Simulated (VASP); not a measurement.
A run of VASP 6.6.1 is set up as follows.

Contents of INCAR:

```
PREC = Accurate
ENCUT = 520
EDIFF = 1E-6
ISMEAR = 0
SIGMA = 0.01
LREAL = F
LASPH = T
NELM = 80
ALGO = Normal
ISIF = 2
LWAVE = F
LCHARG = F
GGA = PE
NBANDS = 28
```

File KPOINTS:

```
regular mesh
0
Gamma
  6 6 6
```

Contents of POSCAR:

```
SrTiO3
1.0
    3.8560771656      0.0000000000      0.0000000000
    0.0000000000      3.8560771656      0.0000000000
    0.0000000000      0.0000000000      3.8560771656
Sr Ti O
1 1 3
Direct
    0.0000000000      0.0000000000      0.0000000000
    0.5000000000      0.5000000000      0.5000000000
    0.5000000000      0.0000000000      0.5000000000
    0.5000000000      0.5000000000      0.0000000000
    0.0000000000      0.5000000000      0.5000000000
```

Potentials or basis: VASP PAW PBE potentials, release 64 (Sr_sv, Ti_sv, O).

Launch:

```bash
$ cat potpaw_PBE.64/Sr_sv/POTCAR potpaw_PBE.64/Ti_sv/POTCAR potpaw_PBE.64/O/POTCAR > POTCAR
$ mpirun -np 1 vasp_std > vasp.out
```

Problem. Estimate the band gap on the k mesh.

Solution. 1.92 eV (least direct gap 2.26 eV).

Problem. What does it give for the pressure?

Solution. 12.8 GPa.

Caveat: the cell stands under pressure. A k mesh can miss the band edges.
